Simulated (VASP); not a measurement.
# BAs in VASP: further runs

The runs below take BAs through single point, with PBE, r2SCAN, HSE06.

Everything below comes from runs of VASP 6.6.1. Logs are shortened: lines on timing, memory, paths and dates and some standing lists are left out, and cuts for length are marked.

### 1 The cell of the first run

The structure is cubic, space group F-43m (No. 216). The conventional cell has a = 4.935 Å, b = 4.935 Å, c = 4.935 Å, α = 90.00°, β = 90.00°, γ = 90.00°. Within 2.8 Å of B (site symmetry -43m) lie 4 As at 2.14 Å. As (site symmetry -43m) has 4 B at 2.14 Å within 2.8 Å.

### 2 Single point, PBE (strain +3.2%)

INCAR

```
ALGO     = Normal         # electronic algorithm
EDIFF    = 1E-6           # SCF threshold, eV
ENCUT    = 520            # plane-wave cutoff, eV
GGA      = PE             # functional
ISIF     = 2              # what is computed and relaxed
ISMEAR   = -1             # smearing method
LASPH    = True           # aspherical terms in the spheres
LCHARG   = True           # write CHGCAR
LELF     = True           # ELF
LREAL    = False          # projectors in reciprocal space
LVHAR    = True         
LWAVE    = False          # write WAVECAR
NBANDS   = 11             # bands
NELM     = 80             # most SCF steps
PREC     = Accurate       # precision mode
SIGMA    = 0.02           # smearing width, eV
```

KPOINTS

```
k-points
0
Gamma
  10 10 10
```

POSCAR

```
BAs
1.0
    0.0000000000      2.4676898068      2.4676898068
    2.4676898068      0.0000000000      2.4676898068
    2.4676898068      2.4676898068      0.0000000000
B As
1 1
Direct
    0.0000000000      0.0000000000      0.0000000000
    0.2500000000      0.2500000000      0.2500000000
```

Potentials or basis: VASP PAW PBE potentials, release 64 (B, As).

Command:

```bash
$ cat potpaw_PBE.64/B/POTCAR potpaw_PBE.64/As/POTCAR > POTCAR
$ mpirun -np 1 vasp_std > vasp.out
```

OUTCAR:

```text
EDIFF = 1E-6
   ENCUT = 520
   GGA = PE
   ISIF = 2
   ISMEAR = -1
   LASPH = True
   LREAL = False
   NELM = 80
   PREC = Accurate

 ion  position               nearest neighbor table
   1  0.000  0.000  0.000-   2 2.14   2 2.14   2 2.14   2 2.14
   2  0.250  0.250  0.250-   1 2.14   1 2.14   1 2.14   1 2.14

  LATTYP: Found a face centered cubic cell.
 ALAT       =     4.9353796136

  Lattice vectors:

 A1 = (   0.0000000000,   2.4676898068,   2.4676898068)
 A2 = (   2.4676898068,   0.0000000000,   2.4676898068)
 A3 = (   2.4676898068,   2.4676898068,   0.0000000000)

Analysis of symmetry for initial positions (statically):
=====================================================================
 Subroutine PRICEL returns:
 Original cell was already a primitive cell.

 Routine SETGRP: Setting up the symmetry group for a
 face centered cubic supercell.

 Subroutine GETGRP returns: Found 24 space group operations
 (whereof 24 operations were pure point group operations)
 out of a pool of 48 trial point group operations.

The static configuration has the point symmetry T_d .

Analysis of symmetry for dynamics (positions and initial velocities):
=====================================================================
 Subroutine PRICEL returns:
 Original cell was already a primitive cell.

 Routine SETGRP: Setting up the symmetry group for a
 face centered cubic supercell.

 Subroutine GETGRP returns: Found 24 space group operations
 (whereof 24 operations were pure point group operations)
 out of a pool of 48 trial point group operations.

The dynamic configuration has the point symmetry T_d .

 Subroutine INISYM returns: Found 24 space group operations
 (whereof 24 operations are pure point group operations),
 and found     1 'primitive' translations

----------------------------------------------------------------------------------------

                                     Primitive cell

  volume of cell :      30.0540

  direct lattice vectors                    reciprocal lattice vectors
     0.000000000  2.467689807  2.467689807    -0.202618659  0.202618659  0.202618659
     2.467689807  0.000000000  2.467689807     0.202618659 -0.202618659  0.202618659
     2.467689807  2.467689807  0.000000000     0.202618659  0.202618659 -0.202618659

  length of vectors
     3.489840393  3.489840393  3.489840393     0.350945812  0.350945812  0.350945812

  position of ions in fractional coordinates (direct lattice)
     0.000000000  0.000000000  0.000000000
     0.250000000  0.250000000  0.250000000

  ion indices of the primitive-cell ions
   primitive index   ion index
                 1           1
                 2           2

----------------------------------------------------------------------------------------

 KPOINTS: k-points

Automatic generation of k-mesh.
 Grid dimensions read from file:
 generate k-points for:   10   10   10

 Generating k-lattice:

  Cartesian coordinates                     Fractional coordinates (reciprocal lattice)
    -0.020261866  0.020261866  0.020261866     0.100000000  0.000000000  0.000000000
     0.020261866 -0.020261866  0.020261866     0.000000000  0.100000000  0.000000000
     0.020261866  0.020261866 -0.020261866     0.000000000  0.000000000  0.100000000

  Length of vectors
     0.035094581  0.035094581  0.035094581

  Shift w.r.t. Gamma in fractional coordinates (k-lattice)
     0.000000000  0.000000000  0.000000000

 Subroutine IBZKPT returns following result:
 ===========================================

 Found     47 irreducible k-points:

 Following reciprocal coordinates:
            Coordinates               Weight
  0.000000  0.000000  0.000000      1.000000
  0.100000  0.000000  0.000000      8.000000
  0.200000  0.000000  0.000000      8.000000
  0.300000  0.000000  0.000000      8.000000
  0.400000  0.000000  0.000000      8.000000
  0.500000  0.000000  0.000000      4.000000
[... 16 lines left out ...]
  0.300000  0.300000  0.000000      6.000000
  0.400000  0.300000  0.000000     24.000000
 [... further k-points ...]
   k-points           NKPTS =     47   k-points in BZ     NKDIM =     47   number of bands    NBANDS=     11
   number of dos      NEDOS =    301   number of ions     NIONS =      2
   total plane-waves  NPLWV =  21952
   dimension x,y,z NGX =    28 NGY =   28 NGZ =   28
   dimension x,y,z NGXF=    56 NGYF=   56 NGZF=   56
   ions per type =               1   1
   NGX,Y,Z   is equivalent  to a cutoff of  13.34, 13.34, 13.34 a.u.
   NGXF,Y,Z  is equivalent  to a cutoff of  26.68, 26.68, 26.68 a.u.
 SYSTEM =  unknown system
   PREC   = accura    normal or accurate (medium, high low for compatibility)
   ISTART =      0    job   : 0-new  1-cont  2-samecut
   ICHARG =      2    charge: 1-file 2-atom 10-const
   ISPIN  =      1    spin polarized calculation?
   LNONCOLLINEAR =      F non collinear calculations
   LSORBIT =      F    spin-orbit coupling
   LASPH  =      T    aspherical Exc in radial PAW
   ENCUT  =  520.0 eV  38.22 Ry    6.18 a.u.   6.49  6.49  6.49*2*pi/ulx,y,z
   NELM   =     80;   NELMIN=  2; NELMDL= -5     # of ELM steps
   EDIFF  = 0.1E-05   stopping-criterion for ELM
   LREAL  =      F    real-space projection
   EDIFFG = 0.1E-04   stopping-criterion for IOM
   NSW    =      0    number of steps for IOM
   IBRION =     -1    ionic relax: 0-MD 1-quasi-New 2-CG
   NFREE  =      0    steps in history (QN), initial steepest desc. (CG)
   ISIF   =      2    stress and relaxation
   ISYM   =      2    0-nonsym 1-usesym 2-fastsym
   POTIM  = 0.5000    time-step for ionic-motion
   TEBEG  =    0.0;   TEEND  =   0.0 temperature during run
   PSTRESS=    0.0 pullay stress
   NELECT =       8.0000    total number of electrons
   NUPDOWN=      -1.0000    fix difference up-down
   EMIN   =  10.00;   EMAX   =-10.00  energy-range for DOS
   EFERMI =   0.00;   METHOD = LEGACY
   ISMEAR =    -1;   SIGMA  =   0.02  broadening in eV -4-tet -1-fermi 0-gaus
   EFERMI_NEDOS =   21; number of points for ismear=-14 and -15
   IALGO  =     38    algorithm
   IMIX   =      4    mixing-type and parameters
     AMIX     =   0.40;   BMIX     =  1.00
     AMIX_MAG =   1.60;   BMIX_MAG =  1.00
  volume/ion in A,a.u.               =      15.03       101.41
  Fermi-wavevector in a.u.,A,eV,Ry     =   1.053103  1.990076 15.089219  1.109026
  Thomas-Fermi vector in A             =   2.188212
   LORBIT       =      0    0 simple, 1 ext, 2 COOP (PROOUT), +10 PAW based schemes
   GGA     = PE    functional components
   LHFCALC =     F    Hartree Fock is set to
   AEXX    =    0.0000 exact exchange contribution
   IVDW    =     0    specifies the selected vdW correction
   LEPSILON=     F    determine dielectric tensor
   LRPA    =     F    only Hartree local field effects (RPA)
 non-spin polarized calculation
  energy-cutoff  :      520.00
  volume of cell :       30.05
 maximum number of plane-waves:       869
 NGX is ok and might be reduce to    28
   NGX = 13   NGY = 13   NGZ = 13

 number of electron       8.0000000 magnetization

 Free energy of the ion-electron system (eV)
  ---------------------------------------------------
  ext. energy  EPLUGINS =         0.00000000
  ---------------------------------------------------
  free energy    TOTEN  =       -11.35569066 eV

  energy without entropy =      -11.35569066  energy(sigma->0) =      -11.35569066

 E-fermi :   5.5066     XC(G=0): -10.1650

 val. band max:        5.0900128044   @ k =   0.0000   0.0000   0.0000
 cond. band min:       6.3608493281   @ k =   0.4000   0.4000   0.0000
 fundamental gap:      1.2708365237
 Fermi energy:         5.5065752044

 k-point     1 :       0.0000    0.0000    0.0000
  band No.  band energies     occupation
      1      -9.4566      2.00000
      2       5.0900      2.00000
      3       5.0900      2.00000
      4       5.0900      2.00000
      5       8.2499      0.00000
      6       8.2499      0.00000
      7       8.2499      0.00000
      8       8.5718      0.00000
      9      14.2236      0.00000
     10      17.6562      0.00000
     11      17.6562      0.00000

 k-point     2 :       0.1000    0.0000    0.0000
  band No.  band energies     occupation
      1      -9.3070      2.00000
      2       3.7395      2.00000
      3       4.8217      2.00000
      4       4.8217      2.00000
      5       8.1343      0.00000
      6       8.6064      0.00000
      7       8.6064      0.00000
      8       9.7252      0.00000
      9      14.8042      0.00000
     10      16.7039      0.00000
     11      16.7039      0.00000

 k-point     3 :       0.2000    0.0000    0.0000
  band No.  band energies     occupation
      1      -8.8674      2.00000
      2       1.5291      2.00000
      3       4.3015      2.00000
      4       4.3015      2.00000
      5       7.8114      0.00000
      6       9.2706      0.00000
      7       9.2706      0.00000
      8      11.4955      0.00000
      9      15.7822      0.00000
     10      16.0313      0.00000
     11      16.0313      0.00000

 k-point     4 :       0.3000    0.0000    0.0000
  band No.  band energies     occupation
      1      -8.1777      2.00000
      2      -0.5784      2.00000
      3       3.8358      2.00000
      4       3.8358      2.00000
      5       7.5044      0.00000
      6       9.6881      0.00000
      7       9.6881      0.00000
      8      12.9583      0.00000
      9      15.9157      0.00000
     10      16.3917      0.00000
     11      16.3917      0.00000
[... 239 lines left out ...]
 k-point    22 :      -0.2000    0.2000    0.0000
  band No.  band energies     occupation
      1      -7.9394      2.00000
      2      -0.1384      2.00000
      3       1.4187      2.00000
      4       3.9139      2.00000
      5       8.6375      0.00000
      6       9.9539      0.00000
      7      10.7022      0.00000
      8      11.6318      0.00000
      9      14.8384      0.00000
     10      17.1000      0.00000
     11      18.3102      0.00000

 k-point    23 :       0.3000    0.3000    0.0000
  band No.  band energies     occupation
      1      -7.7218      2.00000
      2       0.0056      2.00000
      3       2.2186      2.00000
      4       2.2186      2.00000
      5       6.5505      0.00000
      6       8.6615      0.00000
      7      12.9410      0.00000
      8      12.9410      0.00000
      9      15.2585      0.00000
     10      19.0923      0.00000
     11      19.6802      0.00000

 k-point    24 :       0.4000    0.3000    0.0000
  band No.  band energies     occupation
      1      -7.0759      2.00000
      2      -1.1144      2.00000
      3       1.5066      2.00000
      4       1.9466      2.00000
      5       6.8324      0.00000
      6       8.4297      0.00000
      7      13.2572      0.00000
      8      13.5294      0.00000
      9      16.3182      0.00000
     10      19.7161      0.00000
     11      20.3428      0.00000

 [... further k-points ...]
[... 5 lines left out ...]
  --------------------------------------------------------------------------------------
  -------------------------------------------------------------------------------------
  Total       -1.5534994     -1.5534994     -1.5534994      0.0000000      0.0000000      0.0000000
  in kB      -82.8170932    -82.8170932    -82.8170932      0.0000000      0.0000000      0.0000000
  external PRESSURE =     -82.8170932 kB  Pullay stress =       0.0000000 kB

 VOLUME and BASIS-vectors are now :
 -----------------------------------------------------------------------------
  energy-cutoff  :      520.00
  volume of cell :       30.05
      direct lattice vectors                 reciprocal lattice vectors
     0.000000000  2.467689807  2.467689807    -0.202618659  0.202618659  0.202618659
     2.467689807  0.000000000  2.467689807     0.202618659 -0.202618659  0.202618659
     2.467689807  2.467689807  0.000000000     0.202618659  0.202618659 -0.202618659

 POSITION                                       TOTAL-FORCE (eV/Angst)
 -----------------------------------------------------------------------------------
      0.00000      0.00000      0.00000        -0.000000     -0.000000     -0.000000
      1.23384      1.23384      1.23384         0.000000      0.000000      0.000000
 -----------------------------------------------------------------------------------
    total drift:                                0.000000      0.000000      0.000000

  FREE ENERGIE OF THE ION-ELECTRON SYSTEM (eV)
  ---------------------------------------------------
  free  energy   TOTEN  =       -11.3556906613 eV

  energy  without entropy=      -11.3556906613  energy(sigma->0) =      -11.35569066
```

It took 22 s on 1 thread of AMD EPYC 9R45 (Zen 5), shared host; peak memory 0.13 GiB.

What came out:

```yaml
Free_energy: -11.3557 eV
Pressure: -8.3 GPa
Band_gap_on_the_k_mesh: 1.27 eV, indirect (least direct gap 3.16 eV)
```

Levels at points of the mesh, in eV from the valence-band top:
| k point | band 2 | band 3 | band 4 | band 5 | band 6 | band 7 |
| --- | --- | --- | --- | --- | --- | --- |
| (0.00, 0.00, 0.00) | 0.00 | 0.00 | 0.00 | 3.16 | 3.16 | 3.16 |
| (0.50, 0.00, 0.00) | -8.11 | -1.66 | -1.66 | 2.15 | 4.66 | 4.66 |
| (0.50, 0.50, 0.00) | -8.00 | -3.69 | -3.69 | 1.53 | 1.54 | 10.45 |

Caveat: the cell differs from its parent crystal (strain +3.2%). A k mesh can miss the band edges.

### 3 Single point, r2SCAN (uniaxial x strain -0.5%)

POSCAR

```
BAs
1.0
    0.0000000000      2.3918676038      2.3918676038
    2.3799082657      0.0000000000      2.3918676038
    2.3799082657      2.3918676038      0.0000000000
B As
1 1
Direct
    0.0000000000      0.0000000000      0.0000000000
    0.2500000000      0.2500000000      0.2500000000
```

INCAR.step1

```
SYSTEM = BAs
ALGO = Normal ; EDIFF = 1E-4
ENCUT = 520 ; GGA = PE
ISMEAR = 0 ; LASPH = .TRUE.
LCHARG = .FALSE. ; LREAL = .FALSE.
LWAVE = .TRUE. ; NBANDS = 11
NELM = 80 ; PREC = Accurate
SIGMA = 0.01
```

INCAR.step2

```
SYSTEM = BAs
ALGO = Normal ; EDIFF = 1E-6
ENCUT = 520 ; ISIF = 2
ISMEAR = 0 ; ISTART = 1
LASPH = .TRUE. ; LCHARG = .FALSE.
LMIXTAU = .TRUE. ; LREAL = .FALSE.
LWAVE = .FALSE. ; METAGGA = R2SCAN
NBANDS = 11 ; NELM = 80
PREC = Accurate ; SIGMA = 0.01
```

KPOINTS

```
k-points
0
G
  10 10 10
  0 0 0
```

Potentials or basis: VASP PAW PBE potentials, release 64 (B, As).

Command:

```bash
$ cat potpaw_PBE.64/B/POTCAR potpaw_PBE.64/As/POTCAR > POTCAR
$ cp INCAR.step1 INCAR
$ mpirun -np 1 vasp_std > vasp.out
$ cp INCAR.step2 INCAR
$ mpirun -np 1 vasp_std > vasp.out
```

Run time: 3.2 min. Hardware: 1 thread of AMD EPYC 9R45 (Zen 5), shared host; peak memory 0.15 GiB.

The run converged. Its results:

```yaml
Free_energy: -22.2552 eV
Pressure: 1.0 GPa
Band_gap_on_the_k_mesh: 1.29 eV, indirect (least direct gap 3.39 eV)
```

Stress tensor (GPa, compression positive):
```
1.72 0.00 0.00
0.00 0.61 0.00
0.00 0.00 0.61
```

Levels at points of the mesh, in eV from the valence-band top:
| k point | band 2 | band 3 | band 4 | band 5 | band 6 | band 7 |
| --- | --- | --- | --- | --- | --- | --- |
| (0.00, 0.00, 0.00) | -0.05 | -0.05 | 0.00 | 3.39 | 3.42 | 3.42 |
| (0.50, 0.00, 0.00) | -9.28 | -2.01 | -1.94 | 2.94 | 5.00 | 5.05 |
| (0.50, 0.50, 0.00) | -9.12 | -4.34 | -4.33 | 1.60 | 1.68 | 12.09 |
| (0.00, 0.50, 0.50) | -9.07 | -4.38 | -4.38 | 1.54 | 1.61 | 12.14 |

Caveat: the cell differs from its parent crystal (uniaxial x strain -0.5%); the PAW data sets were made with another functional, which shifts forces and pressure a little. A k mesh can miss the band edges.

### 4 Single point, HSE06 (strain +3.2%)

POSCAR

```
BAs
1.0
    0.0000000000      2.4676898068      2.4676898068
    2.4676898068      0.0000000000      2.4676898068
    2.4676898068      2.4676898068      0.0000000000
B As
1 1
Direct
    0.0000000000      0.0000000000      0.0000000000
    0.2500000000      0.2500000000      0.2500000000
```

INCAR.step1

```
ALGO     = Normal         # electronic algorithm
EDIFF    = 1E-5           # SCF threshold, eV
ENCUT    = 520            # plane-wave cutoff, eV
GGA      = PE             # functional
ISIF     = 2              # what is computed and relaxed
ISMEAR   = 0              # smearing method
LASPH    = True           # aspherical terms in the spheres
LCHARG   = False          # write CHGCAR
LREAL    = False          # projectors in reciprocal space
LWAVE    = True           # write WAVECAR
NBANDS   = 11             # bands
NELM     = 100            # most SCF steps
PREC     = Accurate       # precision mode
SIGMA    = 0.01           # smearing width, eV
```

INCAR.step2

```
ALGO     = Normal         # electronic algorithm
EDIFF    = 1E-6           # SCF threshold, eV
ENCUT    = 520            # plane-wave cutoff, eV
GGA      = PE             # functional
HFSCREEN = 0.2079         # screening, 1/A
ISIF     = 2              # what is computed and relaxed
ISMEAR   = 0              # smearing method
ISTART   = 1            
LASPH    = True           # aspherical terms in the spheres
LCHARG   = False          # write CHGCAR
LHFCALC  = True           # exact exchange
LREAL    = False          # projectors in reciprocal space
LWAVE    = False          # write WAVECAR
NBANDS   = 11             # bands
NELM     = 100            # most SCF steps
PREC     = Accurate       # precision mode
PRECFOCK = Normal       
SIGMA    = 0.01           # smearing width, eV
```

KPOINTS

```
k-points
0
Gamma
  6 6 6
```

Command:

```bash
$ cat potpaw_PBE.64/B/POTCAR potpaw_PBE.64/As/POTCAR > POTCAR
$ cp INCAR.step1 INCAR
$ mpirun -np 1 vasp_std > vasp.out
$ cp INCAR.step2 INCAR
$ mpirun -np 1 vasp_std > vasp.out
```

Run time: 9.6 min. Hardware: 1 thread of AMD EPYC 9R45 (Zen 5), shared host; peak memory 0.24 GiB.

Results (log left out):

| Quantity | Value |
| --- | --- |
| Free energy | -13.1231 eV |
| Pressure | -12.2 GPa |
| Band gap on the k mesh | 2.02 eV, indirect (least direct gap 3.99 eV) |

Levels at points of the mesh, in eV from the valence-band top:
```
           k point  band 1  band 2  band 3  band 4  band 5  band 6  band 7  band 8  band 9
(0.00, 0.00, 0.00)  -16.04    0.00    0.00    0.00    3.99    3.99    3.99    4.56   10.13
(0.50, 0.00, 0.00)  -13.21   -8.96   -1.81   -1.81    2.97    5.57    5.57    9.80   13.32
(0.50, 0.50, 0.00)  -11.88   -8.92   -4.03   -4.03    2.19    2.23   11.98   11.98   13.52
```

Caveat: the cell differs from its parent crystal (strain +3.2%); the PAW data sets were made with another functional, which shifts forces and pressure a little.

### 5 Overview

| level | cell | k mesh | smearing | grid for exact exchange (PRECFOCK) | screening parameter | gap on the mesh (eV) | pressure (GPa) |
| --- | --- | --- | --- | --- | --- | --- | --- |
| PBE | a = 3.490 Å, angles 60.0°, 2 atoms | 10 × 10 × 10 | fermi-dirac 0.02 eV | - | - | 1.27 | -8.3 |
| r2SCAN | a = 3.383, b = 3.374, c = 3.374 Å, angles 60.2, 59.9, 59.9°, 2 atoms | 10 × 10 × 10 | gaussian 0.01 eV | - | - | 1.29 | 1.0 |
| HSE06 | a = 3.490 Å, angles 60.0°, 2 atoms | 6 × 6 × 6 | gaussian 0.01 eV | Normal | 0.2079 1/Å | 2.02 | -12.2 |

Alike in all rows: task single point; potentials or basis VASP PAW PBE potentials, release 64 (B, As); no spin polarisation; cutoff (eV) 520.

Caveats: the PAW data sets were made with another functional, which shifts forces and pressure a little (some runs).

Total energies depend on the potentials used, so only differences within one code and one set of settings carry meaning.
